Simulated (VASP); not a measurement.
# Mg5Te2: single point with PBE

Mg5Te2:

```
CELL_PARAMETERS angstrom
4.17994 -0.00206 -0.00379
-0.00088 7.34796 -0.01476
0.05573 1.63578 12.56140
ATOMIC_POSITIONS crystal
Mg 0.75413 0.03284 0.19329
Mg 0.25175 0.64910 0.25450
Mg 0.25157 0.83101 0.03393
Mg 0.75071 0.49776 0.09670
Mg 0.24587 0.96716 0.80671
Mg 0.74825 0.35090 0.74550
Mg 0.74843 0.16899 0.96607
Mg 0.24929 0.50224 0.90330
Mg 0.75070 0.74467 0.48780
Mg 0.24930 0.25533 0.51220
Te 0.25251 0.96992 0.36071
Te 0.75119 0.43462 0.36234
Te 0.74749 0.03008 0.63929
Te 0.24881 0.56538 0.63766
```

* Program: VASP 6.6.1
* Task: single point
* Functional: PBE
* Potentials or basis: VASP PAW PBE potentials, release 64 (Mg, Te)
* Cutoff: 520 eV
* k mesh: 8 × 4 × 4
* Occupations: gaussian, width 0.1 eV
* Spin: no spin polarisation
* Dipole correction: no
* Further INCAR settings: ALGO = Fast; EDIFF = 1e-06; NBANDS = 35

```
Pressure               : -0.1 GPa
Largest force          : 0.010 eV/Å
Band gap on the k mesh : zero (bands 22 and 23 overlap by 0.94 eV)
```

Forces on the atoms (eV/Å):
```
Mg   0.000  0.002 -0.006
Mg   0.000 -0.004 -0.009
Mg   0.000 -0.003  0.007
Mg   0.000  0.000 -0.002
Mg   0.000 -0.002  0.006
Mg   0.000  0.004  0.009
Mg   0.000  0.003 -0.007
Mg   0.000  0.000  0.002
Mg   0.000 -0.001  0.002
Mg   0.000  0.001 -0.002
Te   0.000  0.006  0.005
Te   0.000  0.003  0.010
Te   0.000 -0.006 -0.005
Te   0.000 -0.003 -0.010
```

Levels at points of the mesh, in eV from the Fermi level:
```csv
k point,band 20,band 21,band 22,band 23,band 24,band 25
"(0.00, 0.00, 0.00)",-1.33,-1.11,-0.07,0.10,0.33,1.36
"(0.50, 0.00, 0.00)",-1.57,-0.58,-0.58,-0.45,-0.44,0.24
"(0.00, 0.50, 0.00)",-1.28,0.18,0.37,0.67,0.90,1.50
"(0.50, 0.50, 0.00)",-2.07,-1.44,-1.40,-0.37,-0.34,0.75
"(0.00, 0.00, 0.50)",-1.48,-1.39,-0.39,0.83,1.33,1.38
"(0.50, 0.00, 0.50)",-1.31,-0.73,-0.72,-0.26,-0.24,0.46
"(0.00, 0.50, 0.50)",-1.74,0.17,0.34,0.95,1.03,1.33
"(0.50, 0.50, 0.50)",-2.21,-0.88,-0.85,-0.12,-0.08,0.37
```

Run time: 9.4 min on 1 thread of Intel(R) Xeon(R) 6975P-C (Granite Rapids), with other jobs on the host, peak memory 0.92 GiB.

Caveat: spin-orbit coupling is left out, which moves the levels of the heavy elements.
